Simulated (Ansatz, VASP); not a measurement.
# NbBiF: VASP beside Ansatz

The input INCAR:

```
PREC     = Accurate       # precision mode
ENCUT    = 600            # plane-wave cutoff, eV
EDIFF    = 1E-6           # SCF threshold, eV
ISMEAR   = 0              # smearing method
SIGMA    = 0.1            # smearing width, eV
LREAL    = F              # projectors in reciprocal space
LASPH    = T              # aspherical terms in the spheres
NELM     = 150            # most SCF steps
ALGO     = Normal         # electronic algorithm
ISIF     = 3              # what is computed and relaxed
LWAVE    = F              # write WAVECAR
LCHARG   = F              # write CHGCAR
ISPIN    = 2              # spin polarisation
MAGMOM   = 0.32 0 0       # initial moments
LORBIT   = 11             # projections on sites
LMAXMIX  = 4              # l up to which the mixer works
GGA      = PE             # functional
IBRION   = 2              # ionic algorithm
NSW      = 90             # ionic steps
EDIFFG   = -0.04          # ionic threshold
```

The input KPOINTS:

```
Automatic mesh
0
Gamma
  6 6 6
```

The input POSCAR:

```
NbBiF
1.0
    4.8353056494      0.0000000000      0.0000000000
   -2.4176528247      4.1874975274      0.0000000000
    0.0000000000      0.0000000000      3.1017097370
Nb Bi F
1 1 1
Direct
    0.3333333333      0.6666666667      0.5000000000
    0.6666666667      0.3333333333      0.5000000000
    0.0000000000      0.0000000000      0.0000000000
```

Input for Ansatz:

```yaml
crystal:
  lattice:
    - [4.8353056494, 0.0, 0.0]
    - [-2.4176528247, 4.1874975274, 0.0]
    - [0.0, 0.0, 3.101709737]
  atoms:
    - { symbol: Nb, position: [0.3333333333, 0.6666666667, 0.5], spin: 0.32 }
    - { symbol: Bi, position: [0.6666666667, 0.3333333333, 0.5] }
    - { symbol: F, position: [0.0, 0.0, 0.0] }
basis:
  ecutwfc: 420
kpoints:
  mp_grid: { grid: [6, 6, 6] }
hamiltonian:
  xc: pbe
scf:
  occupations: { method: gaussian, width: 0.1 }
  lower_state_search: "off"
output:
  forces: true
  stress: true
  eigenvalues: true
  populations: true
magnetization:
  spin_polarized: true
relax:
  adjacent_minimum: "off"
  f_tol: 0.04
  max_steps: 70
  cell: { stress_tol: 0.4 }
```

Change from the starting cell: species swapped into the SrSbPt type (P-6m2, No. 187).

Alike in both runs: task relaxation of cell and atoms; functional PBE; k mesh 6 × 6 × 6; occupations gaussian, width 0.1 eV; collinear spin.

|  | VASP | Ansatz |
| --- | --- | --- |
| version | VASP 6.6.1 | Ansatz 0.2.0 |
| potentials or method | VASP PAW PBE potentials, release 64 (Nb_sv, Bi_d, F), cutoff 600 eV | scalar-relativistic, plane waves, PAW |
| valence electrons in the cell | 35 | 35 |

Ansatz gave:

| Quantity | Value |
| --- | --- |
| gap on the k mesh at the Fermi level, each at its own relaxed structure (eV) | none |
| net moment per atom (μB) | 0.10 |
| size of the moment on the site where the two differ most (μB) | 0.21 |
| relaxed volume (Å³/atom) | 20.53 |
| relaxed length of the cell vector where the two differ most in proportion (Å) | 2.972 |

Problem. Estimate VASP's values.

Solution. gap on the k mesh at the Fermi level, each at its own relaxed structure (eV): none; net moment per atom (μB): 0.10; size of the moment on the site where the two differ most (μB): 0.21; relaxed volume (Å³/atom): 20.46; relaxed length of the cell vector where the two differ most in proportion (Å): 2.967.

Site moments also hang on the region over which each program counts them. A gap of «none» marks a metal or a gap that the smearing closes.

Spin-orbit coupling is off throughout.
